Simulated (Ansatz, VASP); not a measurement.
Given: the input of a run of Ansatz 0.2.0 on Bi2Se3.

File input.yaml:

```yaml
crystal:
  lattice:
    - [2.098759705, 1.2117194806, 9.6709442292]
    - [-2.098759705, 1.2117194806, 9.6709442292]
    - [0.0, -2.4234389614, 9.6709442292]
  atoms:
    - { symbol: Bi, position: [0.5992, 0.5992, 0.5992] }
    - { symbol: Bi, position: [0.4008, 0.4008, 0.4008] }
    - { symbol: Se, position: [0.7883, 0.7883, 0.7883] }
    - { symbol: Se, position: [0.2117, 0.2117, 0.2117] }
    - { symbol: Se, position: [0.0, 0.0, 0.0] }
hamiltonian:
  xc: lda
  pseudopotentials: { kind: paw }
kpoints:
  mp_grid: { grid: [8, 8, 8] }
scf:
  occupations: { method: fermi_dirac, width: 0.05 }
output:
  forces: true
  stress: true
  eigenvalues: true
```

Potentials or basis: Ansatz PAW.

Command:

```console
$ ansatz run input.yaml --threads 2 --pin off --max-ram 5120MiB --backend cpu --events-out ev --progress --plain --runs-dir out
```

**Question.** Translate it to VASP 6.6.1. Potentials there: VASP PAW LDA potentials, release 64 (Bi_d, Se).

**Answer.** As run (the cutoff follows the program's own potentials):

The input INCAR:

```
PREC = Accurate ; ENCUT = 520
EDIFF = 1E-7 ; ISMEAR = -1
SIGMA = 0.05 ; LREAL = F
LASPH = T ; NELM = 100
ALGO = Normal ; ISIF = 2
LWAVE = F ; LCHARG = F
NBANDS = 32
```

Contents of KPOINTS:

```
Automatic mesh
0
Gamma
  8 8 8
```

Contents of POSCAR:

```
Bi2Se3
1.0
    2.0987597050      1.2117194806      9.6709442292
   -2.0987597050      1.2117194806      9.6709442292
    0.0000000000     -2.4234389614      9.6709442292
Bi Se
2 3
Direct
    0.5992000000      0.5992000000      0.5992000000
    0.4008000000      0.4008000000      0.4008000000
    0.7883000000      0.7883000000      0.7883000000
    0.2117000000      0.2117000000      0.2117000000
    0.0000000000      0.0000000000      0.0000000000
```

Potentials or basis: VASP PAW LDA potentials, release 64 (Bi_d, Se).

Run with:

```console
$ cat potpaw_LDA.64/Bi_d/POTCAR potpaw_LDA.64/Se/POTCAR > POTCAR
$ mpirun -np 1 vasp_std > vasp.out
```

Both were run:

|  | VASP | Ansatz | Ansatz less VASP |
| --- | --- | --- | --- |
| gap on the k mesh at the Fermi level (eV) | 0.12 | 0.12 | +0.005 |
| least direct gap on the mesh (eV) | 0.12 | 0.12 | +0.005 |
| pressure (GPa) | -3.8 | -4.0 | -0.13 |
| rms of the force components (eV/Å) | 0.097 | 0.107 | +0.0100 |

LDA's correlation is that of Perdew and Zunger in VASP and of Perdew and Wang (1992) in Ansatz. Atom by atom the forces differ by 0.012 eV/Å (rms over components). VASP's potentials hold 48 valence electrons a cell and Ansatz's 78, so a difference there can come from the potentials and not from the codes.

Neither program's run includes spin-orbit coupling.
